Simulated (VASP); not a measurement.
Runs of VASP 6.6.1 on CuO. The structure is cubic, space group F-43m (No. 216). Conventional cell: a = 4.501 Å, b = 4.501 Å, c = 4.501 Å, α = 90.00°, β = 90.00°, γ = 90.00°. Cu (site symmetry -43m) has 4 O at 1.95 Å within 2.6 Å. Within 2.6 Å of O (site symmetry -43m) lie 4 Cu at 1.95 Å. 

```csv
level,spin,U,smearing,gap on the mesh (eV),pressure (GPa),moment (μB)
PBE,collinear,-,tetrahedron,none,2.8,0.24
PBE+D3(BJ),"collinear, zero start",-,fermi-dirac 0.0862 eV,none,(a),0.00
PBE+D3(BJ)+U,"collinear, ferromagnetic start",Cu d U = 5.0 eV,fermi-dirac 0.0862 eV,none,-2.7,0.84
PBE,"collinear, zero start",-,fermi-dirac 0.0862 eV,none,2.8,0.00
```

Alike in all rows: task single point; potentials or basis VASP PAW PBE potentials, release 64 (Cu, O); cell as given; k mesh 7 × 7 × 7; cutoff (eV) 600.

Task: Estimate the missing entries.

Result: (a) -0.8.

Caveats: semilocal functionals often make such compounds metallic where correlation or magnetic order opens a gap, which also shifts bond lengths (at least some runs); three body term missing (at least some runs); no moment was typed at the start, so none could form (at least some runs); a moment this small can come from the mesh or the smearing (at least some runs); tetrahedron occupations give inexact forces and stress in metals (at least some runs); a cell with one magnetic atom can't hold antiferromagnetic order, which such compounds often take (at least some runs).

A gap of «none» marks levels without a gap at the run's occupations.
